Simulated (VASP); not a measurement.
The system is CuO.

```
CELL_PARAMETERS angstrom
3.17550 0.00000 0.00000
0.00000 3.17550 0.00000
0.00000 0.00000 4.64953
ATOMIC_POSITIONS crystal
Cu 0.00000 0.00000 0.00000
Cu 0.50000 0.50000 0.00000
O 0.50000 0.00000 0.26700
O 0.00000 0.50000 0.73300
```

```yaml
Program: VASP 6.6.1
Task: relaxation of cell and atoms
Functional: PBE
Potentials_or_basis: VASP PAW PBE potentials, release 64 (Cu, O)
Cutoff: 600 eV
k_mesh: 6 × 6 × 5
Occupations: fermi-dirac, width 0.05 eV
Spin: no spin polarisation
```

At the start: pressure 17.3 GPa; volume 11.72 Å³/atom.

Problem. How do energy, volume and symmetry change on relaxing?

Solution. Over 76 steps the energy falls by 706.5 meV/atom and the volume is 14.19 Å³/atom (+21.1 %); space group P4/nmm (No. 129, to 0.1 Å) before and after.

The path:
| step | energy change (eV) | largest force (eV/Å) | pressure (GPa) | volume (Å³) |
| --- | --- | --- | --- | --- |
| 1 | 0.0000 | 0.8114 | 17.34 | 46.88 |
| 3 | -0.9036 | 2.0908 | -7.79 | 56.13 |
| 5 | -2.1351 | 0.9382 | -1.54 | 51.21 |
| 7 | -2.3299 | 1.0683 | -6.25 | 47.76 |
| 9 | -2.3696 | 0.9932 | -7.18 | 46.48 |
| 11 | -2.4904 | 0.7249 | 3.25 | 44.28 |
| 13 | -2.7443 | 0.1725 | 1.04 | 47.61 |
| 15 | -2.8117 | 0.0169 | 0.65 | 51.79 |
| 17 | -2.8126 | 0.0218 | 0.48 | 51.98 |
| 19 | -2.8167 | 0.0579 | -0.58 | 53.66 |
| 21 | -2.8182 | 0.0595 | 0.16 | 53.99 |
| 23 | -2.8182 | 0.0593 | 0.38 | 54.03 |
| 25 | -2.8190 | 0.0646 | 0.11 | 54.56 |
| 27 | -2.8187 | 0.0887 | -0.38 | 56.96 |
| 29 | -2.8195 | 0.0757 | -0.11 | 55.63 |
| 31 | -2.8204 | 0.0581 | 0.66 | 55.95 |
| 33 | -2.8209 | 0.0548 | 0.62 | 56.15 |
| 35 | -2.8228 | 0.0435 | 0.33 | 57.08 |
| 37 | -2.8230 | 0.0136 | -0.70 | 60.82 |
| 39 | -2.8243 | 0.0251 | 0.01 | 58.71 |
| 41 | -2.8244 | 0.0254 | -0.09 | 58.66 |
| 43 | -2.8244 | 0.0273 | -0.20 | 58.61 |
| 45 | -2.8245 | 0.0261 | -0.11 | 58.46 |
| 47 | -2.8249 | 0.0209 | 0.26 | 57.78 |
| 49 | -2.8249 | 0.0202 | 0.36 | 57.64 |
| 51 | -2.8251 | 0.0204 | 0.09 | 57.65 |
| 53 | -2.8251 | 0.0236 | -0.15 | 57.66 |
| 55 | -2.8251 | 0.0207 | 0.06 | 57.66 |
| 57 | -2.8251 | 0.0220 | -0.09 | 57.65 |
| 59 | -2.8253 | 0.0215 | -0.11 | 57.55 |
| 61 | -2.8253 | 0.0207 | -0.17 | 57.46 |
| 63 | -2.8255 | 0.0156 | 0.20 | 57.22 |
| 65 | -2.8255 | 0.0158 | 0.14 | 57.27 |
| 67 | -2.8255 | 0.0162 | 0.05 | 57.27 |
| 69 | -2.8255 | 0.0172 | -0.11 | 57.31 |
| 71 | -2.8256 | 0.0152 | -0.12 | 57.27 |
| 73 | -2.8258 | 0.0142 | -0.08 | 57.09 |
| 75 | -2.8260 | 0.0062 | 0.28 | 56.67 |
| 76 | -2.8261 | 0.0082 | 0.04 | 56.78 |

Final structure:
```
Cu O
1.0
     3.88185    0.00000    0.00000
     0.00000    3.88185    0.00000
     0.00000    0.00000    3.76793
Cu O
2 2
Direct
  0.00000 0.00000 0.00000
  0.50000 0.50000 0.00000
  0.50000 0.00000 0.97965
  0.00000 0.50000 0.02035
```

Caveat: the volume moved by over 15 % at a fixed basis, so the end points are rough.
